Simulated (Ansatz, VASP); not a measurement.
Two plane-wave programs on Pt

Contents of INCAR:

```
SYSTEM = Pt
PREC = Accurate ; ENCUT = 520
EDIFF = 1E-7 ; ISMEAR = -1
SIGMA = 0.05 ; LREAL = .False.
LASPH = .True. ; NELM = 60
ALGO = Normal ; ISIF = 2
LWAVE = .False. ; LCHARG = .False.
GGA = CA ; NBANDS = 11
```

KPOINTS

```
Automatic mesh
0
Gamma
  12 12 12
  0 0 0
```

The input POSCAR:

```
Pt
1.0
    0.0000000000      1.9343981026      1.9343981026
    1.9343981026      0.0000000000      1.9343981026
    1.9343981026      1.9343981026      0.0000000000
Pt
1
Direct
    0.0000000000      0.0000000000      0.0000000000
```

The input input.yaml:

```yaml
crystal:
  lattice:
    - [0.0, 1.9343981026, 1.9343981026]
    - [1.9343981026, 0.0, 1.9343981026]
    - [1.9343981026, 1.9343981026, 0.0]
  atoms:
    - { symbol: Pt, position: [0.0, 0.0, 0.0] }
hamiltonian:
  xc: lda
  pseudopotentials: { kind: paw }
kpoints:
  mp_grid: { grid: [12, 12, 12] }
scf:
  occupations: { method: fermi_dirac, width: 0.05 }
output:
  forces: true
  stress: true
  eigenvalues: true
```

Alike in both runs: task single point; functional LDA; k mesh 12 × 12 × 12; occupations fermi-dirac, width 0.05 eV; no spin polarisation.

```csv
,VASP,Ansatz
version,VASP 6.6.1,Ansatz 0.2.0
potentials or method,"VASP PAW LDA potentials, release 64 (Pt)",Ansatz PAW
plane-wave cutoff (eV),520,420
valence electrons in the cell,10,18
```

Ansatz gave:

- gap on the k mesh at the Fermi level (eV): none
- pressure (GPa): 6.4

Which values does VASP return?

gap on the k mesh at the Fermi level (eV): none; pressure (GPa): 7.3.

LDA's correlation is that of Perdew and Zunger in VASP and of Perdew and Wang (1992) in Ansatz. A gap of «none» marks a metal or a gap that the smearing closes. VASP's potentials hold 10 valence electrons a cell and Ansatz's 18, so a difference there can come from the potentials and not from the codes.

Neither program's run includes spin-orbit coupling.
